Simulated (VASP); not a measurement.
Wanted: the native input for a VASP 6.6.1 run.

```
Task                   : single point
Functional             : r2SCAN
Potentials or basis    : VASP PAW PBE potentials, release 64 (W_sv, C)
Cutoff                 : 520 eV
k mesh                 : 10 × 10 × 10
Occupations            : fermi-dirac, width 0.05 eV
Spin                   : no spin polarisation
Dipole correction      : no
Further INCAR settings : ALGO = Normal; EDIFF = 1e-06; NBANDS = 16
```

WC:

```
CELL_PARAMETERS angstrom
0.00000 2.19268 2.19268
2.19268 0.00000 2.19268
2.19268 2.19268 0.00000
ATOMIC_POSITIONS crystal
W 0.00000 0.00000 0.00000
C 0.50000 0.50000 0.50000
```

One way to write it, as run:

POSCAR

```
WC
1.0
    0.0000000000      2.1926840000      2.1926840000
    2.1926840000      0.0000000000      2.1926840000
    2.1926840000      2.1926840000      0.0000000000
W C
1 1
Direct
    0.0000000000      0.0000000000      0.0000000000
    0.5000000000      0.5000000000      0.5000000000
```

INCAR.step1

```
SYSTEM = WC
PREC = Accurate
ENCUT = 520
ISMEAR = -1
SIGMA = 0.05
LREAL = .FALSE.
LASPH = .TRUE.
NELM = 60
NBANDS = 16
GGA = PE
ALGO = Normal
EDIFF = 1E-4
LWAVE = .TRUE.
LCHARG = .FALSE.
```

INCAR.step2

```
SYSTEM = WC
PREC = Accurate
ENCUT = 520
EDIFF = 1E-6
ISMEAR = -1
SIGMA = 0.05
LREAL = .FALSE.
LASPH = .TRUE.
NELM = 60
ALGO = Normal
ISIF = 2
LWAVE = .FALSE.
LCHARG = .FALSE.
METAGGA = R2SCAN
LMIXTAU = .TRUE.
NBANDS = 16
ISTART = 1
```

KPOINTS

```
regular mesh
0
G
  10 10 10
  0 0 0
```

Potentials or basis: VASP PAW PBE potentials, release 64 (W_sv, C).

Launch:

```console
$ cat potpaw_PBE.64/W_sv/POTCAR potpaw_PBE.64/C/POTCAR > POTCAR
$ cp INCAR.step1 INCAR
$ mpirun -np 1 vasp_std > vasp.out
$ cp INCAR.step2 INCAR
$ mpirun -np 1 vasp_std > vasp.out
```

Results of the run:

The pressure is -3.8 GPa and the band gap on the k mesh is zero (band 9 reaches 13.50 eV, above the bottom of band 10 at 10.18 eV).

Caveat: the PAW data sets were made with another functional, which shifts forces and pressure a little; spin-orbit coupling is left out, which moves the levels of the heavy elements.

Run time: 66 s on 1 thread of Intel(R) Xeon(R) Platinum 8259CL CPU @ 2.50GHz (Skylake/Cascade Lake), on a shared host, peak memory 0.15 GiB.
